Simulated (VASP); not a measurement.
# Cu (P6_3/mmc) in VASP: a series of runs

The runs below take Cu through single point, with PBE.

All numbers are computed with VASP 6.6.1; they aren't measurements. Logs are shortened: lines on timing, memory, paths and dates and some standing lists are left out, and cuts for length are marked.

### 1 The cell of the first run

The structure is hexagonal, space group P6_3/mmc (No. 194). The conventional cell has a = 2.619 Å, b = 2.619 Å, c = 4.145 Å, α = 90.00°, β = 90.00°, γ = 120.00°. Within 3.4 Å of Cu (site symmetry -6m2) lie 12 Cu at 2.57 to 2.62 Å.

This isn't the form of Cu at room conditions, which is fcc.

### 2 Single point, PBE (biaxial strain in the a-b plane: +2.0 %, then relaxed in part)

Input file INCAR:

```
PREC     = Accurate       # precision mode
ENCUT    = 820            # plane-wave cutoff, eV
EDIFF    = 1E-6           # SCF threshold, eV
ISMEAR   = 0              # smearing method
SIGMA    = 0.1            # smearing width, eV
LREAL    = F              # projectors in reciprocal space
LASPH    = T              # aspherical terms in the spheres
NELM     = 120            # most SCF steps
ALGO     = Normal         # electronic algorithm
ISIF     = 2              # what is computed and relaxed
LWAVE    = F              # write WAVECAR
LCHARG   = F              # write CHGCAR
GGA      = PE             # functional
NBANDS   = 26             # bands
GGA_COMPAT= F
```

Input file KPOINTS:

```
regular mesh
0
Gamma
  24 24 12
```

Input file POSCAR:

```
Cu
1.0
    2.6193705802      0.0000000000      0.0000000000
   -1.3096852901      2.2684414644      0.0000000000
    0.0000000000      0.0000000000      4.1445395607
Cu
2
Direct
    0.3333333333      0.6666666667      0.2500000000
    0.6666666667      0.3333333333      0.7500000000
```

Potentials or basis: VASP PAW PBE potentials, release 64 (Cu_sv_GW).

Run with:

```sh
$ cat potpaw_PBE.64/Cu_sv_GW/POTCAR > POTCAR
$ mpirun -np 1 vasp_std > vasp.out
```

OUTCAR:

```text
PREC = Accurate
   ENCUT = 820
   EDIFF = 1E-6
   ISMEAR = 0
   LREAL = F
   LASPH = T
   NELM = 120
   ISIF = 2
   GGA = PE

 ion  position               nearest neighbor table
   1  0.333  0.667  0.250-   2 2.57   2 2.57   2 2.57   2 2.57   2 2.57   2 2.57
   2  0.667  0.333  0.750-   1 2.57   1 2.57   1 2.57   1 2.57   1 2.57   1 2.57

  LATTYP: Found a hexagonal cell.
 ALAT       =     2.6193705802
 C/A-ratio  =     1.5822654465

  Lattice vectors:

 A1 = (   2.6193705802,   0.0000000000,   0.0000000000)
 A2 = (  -1.3096852901,   2.2684414644,   0.0000000000)
 A3 = (   0.0000000000,   0.0000000000,   4.1445395607)

Analysis of symmetry for initial positions (statically):
=====================================================================
 Subroutine PRICEL returns:
 Original cell was already a primitive cell.

 Routine SETGRP: Setting up the symmetry group for a
 hexagonal supercell.

 Subroutine GETGRP returns: Found 24 space group operations
 (whereof 12 operations were pure point group operations)
 out of a pool of 24 trial point group operations.

The static configuration has the point symmetry D_3d.
 The point group associated with its full space group is D_6h.

Analysis of symmetry for dynamics (positions and initial velocities):
=====================================================================
 Subroutine PRICEL returns:
 Original cell was already a primitive cell.

 Routine SETGRP: Setting up the symmetry group for a
 hexagonal supercell.

 Subroutine GETGRP returns: Found 24 space group operations
 (whereof 12 operations were pure point group operations)
 out of a pool of 24 trial point group operations.

The dynamic configuration has the point symmetry D_3d.
 The point group associated with its full space group is D_6h.

 Subroutine INISYM returns: Found 24 space group operations
 (whereof 12 operations are pure point group operations),
 and found     1 'primitive' translations

----------------------------------------------------------------------------------------

                                     Primitive cell

  volume of cell :      24.6264

  direct lattice vectors                    reciprocal lattice vectors
[... 80 lines left out ...]
   ICHARG =      2    charge: 1-file 2-atom 10-const
   ISPIN  =      1    spin polarized calculation?
   LNONCOLLINEAR =      F non collinear calculations
   LSORBIT =      F    spin-orbit coupling
   LASPH  =      T    aspherical Exc in radial PAW
   ENCUT  =  820.0 eV  60.27 Ry    7.76 a.u.   6.12  6.12  9.68*2*pi/ulx,y,z
   NELM   =    120;   NELMIN=  2; NELMDL= -5     # of ELM steps
   EDIFF  = 0.1E-05   stopping-criterion for ELM
   LREAL  =      F    real-space projection
   EDIFFG = 0.1E-04   stopping-criterion for IOM
   NSW    =      0    number of steps for IOM
   IBRION =     -1    ionic relax: 0-MD 1-quasi-New 2-CG
   NFREE  =      0    steps in history (QN), initial steepest desc. (CG)
   ISIF   =      2    stress and relaxation
   ISYM   =      2    0-nonsym 1-usesym 2-fastsym
   POTIM  = 0.5000    time-step for ionic-motion
   TEBEG  =    0.0;   TEEND  =   0.0 temperature during run
   PSTRESS=    0.0 pullay stress
   NELECT =      38.0000    total number of electrons
   NUPDOWN=      -1.0000    fix difference up-down
   EMIN   =  10.00;   EMAX   =-10.00  energy-range for DOS
   EFERMI =   0.00;   METHOD = LEGACY
   ISMEAR =     0;   SIGMA  =   0.10  broadening in eV -4-tet -1-fermi 0-gaus
   EFERMI_NEDOS =   21; number of points for ismear=-14 and -15
   IALGO  =     38    algorithm
   IMIX   =      4    mixing-type and parameters
     AMIX     =   0.40;   BMIX     =  1.00
     AMIX_MAG =   1.60;   BMIX_MAG =  1.00
  volume/ion in A,a.u.               =      12.31        83.09
  Fermi-wavevector in a.u.,A,eV,Ry     =   1.891773  3.574933 48.692615  3.578806
  Thomas-Fermi vector in A             =   2.932840
   LORBIT       =      0    0 simple, 1 ext, 2 COOP (PROOUT), +10 PAW based schemes
   GGA     = PE    functional components
   LHFCALC =     F    Hartree Fock is set to
   AEXX    =    0.0000 exact exchange contribution
   IVDW    =     0    specifies the selected vdW correction
   LEPSILON=     F    determine dielectric tensor
   LRPA    =     F    only Hartree local field effects (RPA)
 non-spin polarized calculation
 Gauss-broadening in eV      SIGMA  =   0.10
  energy-cutoff  :      820.00
  volume of cell :       24.63
 maximum number of plane-waves:      1330
   NGX = 13   NGY = 13   NGZ = 19

 number of electron      37.9999995 magnetization

 Free energy of the ion-electron system (eV)
  ---------------------------------------------------
  ext. energy  EPLUGINS =         0.00000000
  ---------------------------------------------------
  free energy    TOTEN  =        -7.56061492 eV

  energy without entropy =       -7.55797943  energy(sigma->0) =       -7.55929717

 E-fermi :   7.0873     XC(G=0): -13.0938

 val. band max:        7.0683285323   @ k =   0.3333   0.1667   0.3333
 cond. band min:       7.0969213642   @ k =   0.2917   0.2083   0.3333
 fundamental gap:      0.0285928318
 Fermi energy:         7.0872578766

 k-point     1 :       0.0000    0.0000    0.0000
  band No.  band energies     occupation
      1    -105.3939      2.00000
      2    -105.3809      2.00000
      3     -62.8194      2.00000
      4     -62.7340      2.00000
      5     -62.7340      2.00000
      6     -62.7186      2.00000
[... 685 lines left out ...]
     25      18.8908      0.00000
     26      25.5490      0.00000

 [... further k-points ...]

------------------------ aborting loop because EDIFF is reached ----------------------------------------

  FORCE on cell =-STRESS in cart. coord.  units (eV):
  Direction    XX          YY          ZZ          XY          YZ          ZX
  --------------------------------------------------------------------------------------
  -------------------------------------------------------------------------------------
  Total       -1.0654530     -1.0654530     -0.2552480      0.0000000      0.0000000      0.0000000
  in kB      -69.3176898    -69.3176898    -16.6062731      0.0000000      0.0000000      0.0000000
  external PRESSURE =     -51.7472176 kB  Pullay stress =       0.0000000 kB

 VOLUME and BASIS-vectors are now :
 -----------------------------------------------------------------------------
  energy-cutoff  :      820.00
  volume of cell :       24.63
      direct lattice vectors                 reciprocal lattice vectors
     2.619370580  0.000000000  0.000000000     0.381771105  0.220415650  0.000000000
    -1.309685290  2.268441464  0.000000000     0.000000000  0.440831300  0.000000000
     0.000000000  0.000000000  4.144539561     0.000000000  0.000000000  0.241281326

 POSITION                                       TOTAL-FORCE (eV/Angst)
 -----------------------------------------------------------------------------------
     -0.00000      1.51229      1.03613        -0.000000      0.000000      0.000000
      1.30969      0.75615      3.10840         0.000000      0.000000      0.000000
 -----------------------------------------------------------------------------------
    total drift:                               -0.000000      0.000000     -0.000000

  FREE ENERGIE OF THE ION-ELECTRON SYSTEM (eV)
  ---------------------------------------------------
  free  energy   TOTEN  =        -7.5606149183 eV

  energy  without entropy=       -7.5579794267  energy(sigma->0) =       -7.55929717
```

It took 4.7 min on 1 thread of Intel Xeon Platinum 8488C (Sapphire Rapids), shared host; peak memory 0.58 GiB.

Results:

```
Free energy            : -7.5606 eV
Pressure               : -5.2 GPa
Band gap on the k mesh : zero (bands 19 and 20 overlap by 5.63 eV)
```

Stress tensor (GPa, compression positive):
```
-6.93  0.00  0.00
 0.00 -6.93  0.00
 0.00  0.00 -1.66
```

Levels at points of the mesh, in eV from the Fermi level:
```
           k point  band 16  band 17  band 18  band 19  band 20  band 21  band 22  band 23
(0.00, 0.00, 0.00)    -2.44    -2.44    -1.64    -1.64    -0.65     3.97    20.39    20.39
(0.50, 0.00, 0.00)    -1.61    -1.50    -1.48    -0.06     1.34     7.67     8.09    10.57
(0.00, 0.00, 0.50)    -2.89    -1.86    -1.86    -1.86    -1.86    12.88    12.88    21.28
(0.50, 0.00, 0.50)    -1.81    -1.54    -1.54     0.46     0.46     4.52     4.52    15.30
```

Caveat: the cell differs from its parent crystal (biaxial strain in the a-b plane: +2.0 %, then relaxed in part); the stress differs along the axes, from -7 to -2 GPa.

### 3 Single point, PBE (biaxial strain in the a-b plane: -4.0 %, then relaxed in part)

Input file INCAR:

```
ALGO = Normal
EDIFF = 1E-6
ENCUT = 820
GGA = PE
GGA_COMPAT = F
ISIF = 2
ISMEAR = 0
LASPH = T
LCHARG = T
LELF = T
LREAL = F
LVHAR = T
LWAVE = F
NBANDS = 26
NELM = 120
PREC = Accurate
SIGMA = 0.1
```

Input file KPOINTS:

```
k-points
0
Gamma
  24 24 12
```

Input file POSCAR:

```
Cu
1.0
    2.4652899579      0.0000000000      0.0000000000
   -1.2326449789      2.1350037312      0.0000000000
    0.0000000000      0.0000000000      4.3146997742
Cu
2
Direct
    0.3333333333      0.6666666667      0.2500000000
    0.6666666667      0.3333333333      0.7500000000
```

Potentials or basis: VASP PAW PBE potentials, release 64 (Cu_sv_GW).

Run with:

```sh
$ cat potpaw_PBE.64/Cu_sv_GW/POTCAR > POTCAR
$ mpirun -np 1 vasp_std > vasp.out
```

Wall time 6 min (1 thread of Intel Xeon Platinum 8259CL at 2.50GHz (Skylake/Cascade Lake), shared host); peak memory 0.56 GiB.

It converged, with:

```
Free energy            : -7.5050 eV
Pressure               : 7.4 GPa
Band gap on the k mesh : zero (bands 19 and 20 overlap by 6.46 eV)
```

Stress tensor (GPa, compression positive):
```
12.11  0.00  0.00
 0.00 12.11  0.00
 0.00  0.00 -1.90
```

Levels at points of the mesh, in eV from the Fermi level:
| k point | band 15 | band 16 | band 17 | band 18 | band 19 | band 20 | band 21 | band 22 | band 23 | band 24 |
| --- | --- | --- | --- | --- | --- | --- | --- | --- | --- | --- |
| (0.00, 0.00, 0.00) | -2.93 | -2.37 | -2.37 | -1.80 | -1.76 | -1.76 | 2.99 | 21.81 | 22.62 | 23.88 |
| (0.50, 0.00, 0.00) | -2.95 | -1.70 | -1.54 | -1.47 | 0.11 | 1.85 | 7.62 | 7.79 | 10.57 | 10.83 |
| (0.00, 0.00, 0.50) | -3.10 | -3.10 | -1.98 | -1.98 | -1.98 | -1.98 | 10.98 | 10.98 | 23.29 | 23.29 |
| (0.50, 0.00, 0.50) | -1.95 | -1.95 | -1.50 | -1.50 | 0.47 | 0.47 | 5.23 | 5.23 | 16.59 | 16.59 |

Caveat: the cell differs from its parent crystal (biaxial strain in the a-b plane: -4.0 %, then relaxed in part); the stress differs along the axes, from -2 to 12 GPa.

[end of part 1 of 2]

The gap in the log of VASP goes by the Fermi energy; the results here count the filled bands.